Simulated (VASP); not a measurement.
A run of VASP 6.6.1:

Contents of INCAR:

```
SYSTEM = Ca7CuF16
PREC = Accurate ; ENCUT = 520
EDIFF = 1E-6 ; ISMEAR = -1
SIGMA = 0.01 ; LREAL = Auto
LASPH = .True. ; NELM = 150
ALGO = Normal ; ISIF = 2
LWAVE = .False. ; LCHARG = .False.
ISPIN = 2 ; MAGMOM = 1 0 0 0 0 0 0 0 0 0 0 0 0 0 0 0 0 0 0 0 0 0 0 0
LORBIT = 11 ; LMAXMIX = 4
GGA = PE ; NBANDS = 118
```

The input KPOINTS:

```
regular mesh
0
Gamma
  3 3 3
  0 0 0
```

Contents of POSCAR:

```
Ca7CuF16
1.0
    0.0000000000      5.4620000000      5.4620000000
    5.4620000000      0.0000000000      5.4620000000
    5.4620000000      5.4620000000      0.0000000000
Cu Ca F
1 7 16
Direct
    0.0000000000      0.0000000000      0.0000000000
    0.0000000000      0.0000000000      0.5000000000
    0.0000000000      0.5000000000      0.0000000000
    0.0000000000      0.5000000000      0.5000000000
    0.5000000000      0.0000000000      0.0000000000
    0.5000000000      0.0000000000      0.5000000000
    0.5000000000      0.5000000000      0.0000000000
    0.5000000000      0.5000000000      0.5000000000
    0.1212230265      0.1212230265      0.1212230265
    0.1212230265      0.1212230265      0.6363309206
    0.1212230265      0.6363309206      0.1212230265
    0.1219311407      0.6260229531      0.6260229531
    0.6363309206      0.1212230265      0.1212230265
    0.6260229531      0.1219311407      0.6260229531
    0.6260229531      0.6260229531      0.1219311407
    0.6260229531      0.6260229531      0.6260229531
    0.3739770469      0.3739770469      0.3739770469
    0.3739770469      0.3739770469      0.8780688593
    0.3739770469      0.8780688593      0.3739770469
    0.3636690794      0.8787769735      0.8787769735
    0.8780688593      0.3739770469      0.3739770469
    0.8787769735      0.3636690794      0.8787769735
    0.8787769735      0.8787769735      0.3636690794
    0.8787769735      0.8787769735      0.8787769735
```

Potentials or basis: VASP PAW PBE potentials, release 64 (Cu, Ca_sv, F).

Command:

```console
$ cat potpaw_PBE.64/Cu/POTCAR potpaw_PBE.64/Ca_sv/POTCAR potpaw_PBE.64/F/POTCAR > POTCAR
$ mpirun -np 1 vasp_std > vasp.out
```

Hardware: 1 thread of AMD EPYC 9R45 96-Core Processor (Zen 5), with other jobs on the host.

Question: Estimate the wall time of this run.

Answer: It took 9.9 min on 1 thread of AMD EPYC 9R45 96-Core Processor (Zen 5), on a shared host, peak memory 0.74 GiB. Counts: scf iterations 18, k points 4.
